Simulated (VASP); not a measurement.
Write the native input for VASP 6.6.1 that does the following.

```
Task                   : single point
Functional             : PBE
Potentials or basis    : VASP PAW PBE potentials, release 64 (Ru_pv)
Cutoff                 : 520 eV
k mesh                 : 11 × 11 × 6
Occupations            : gaussian, width 0.021 eV
Spin                   : no spin polarisation
Dipole correction      : no
Further INCAR settings : ALGO = Fast; EDIFF = 1e-06; NBANDS = 21
```

The structure of Ru lies in POSCAR:

```
Ru
1.0
    2.7058000000      0.0000000000      0.0000000000
   -1.3529000000      2.3432915376      0.0000000000
    0.0000000000      0.0000000000      4.2819000000
Ru
2
Direct
    0.6666666667      0.3333333333      0.7500000000
    0.3333333333      0.6666666667      0.2500000000
```

One way to write it, as run:

INCAR

```
SYSTEM = Ru
PREC = Accurate ; ENCUT = 520
EDIFF = 1E-6 ; ISMEAR = 0
SIGMA = 0.020999999999999998 ; LREAL = .FALSE.
LASPH = .TRUE. ; NELM = 80
ALGO = Fast ; ISIF = 2
LWAVE = .FALSE. ; LCHARG = .TRUE.
GGA = PE ; LELF = .TRUE.
LVHAR = .TRUE. ; NBANDS = 21
```

KPOINTS

```
regular mesh
0
G
  11 11 6
  0 0 0
```

Potentials or basis: VASP PAW PBE potentials, release 64 (Ru_pv).

The run is started by

```console
$ cat potpaw_PBE.64/Ru_pv/POTCAR > POTCAR
$ mpirun -np 1 vasp_std > vasp.out
```

It gave:

```json
{
 "Pressure": "4.5 GPa",
 "Band gap on the k mesh": "zero (band 14 reaches 14.34 eV, above the bottom of band 15 at 11.27 eV)"
}
```

It took 13 s on 1 thread of Intel(R) Xeon(R) 6975P-C (Granite Rapids) (shared host), peak memory 0.15 GiB.
